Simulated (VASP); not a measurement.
TlBr:

```
CELL_PARAMETERS angstrom
3.97000 0.00000 0.00000
0.00000 3.97000 0.00000
0.00000 0.00000 3.97000
ATOMIC_POSITIONS crystal
Tl 0.00000 0.00000 0.00000
Br 0.50000 0.50000 0.50000
```

Program: VASP 6.6.1. Alike in all runs: cell as given; k mesh 8 × 8 × 8.

Problem. Order these runs on this cell by their pressure, lowest first.
A. level LDA; potentials or basis VASP PAW LDA potentials, release 64 (Tl_d, Br); spin non-collinear, zero start, SOC; cutoff (eV) 500; smearing tetrahedron
B. level r2SCAN; potentials or basis VASP PAW PBE potentials, release 64 (Tl_d, Br); spin off; cutoff (eV) 440; smearing fermi-dirac 0.03 eV
C. level PBEsol; potentials or basis VASP PAW PBE potentials, release 64 (Tl_d, Br); spin off; cutoff (eV) 400; smearing fermi-dirac 0.03 eV

Solution. A (-2.7 GPa), C (-1.1 GPa), B (0.5 GPa).

Caveats: the PAW data sets were made with another functional, which shifts forces and pressure a little (some runs).
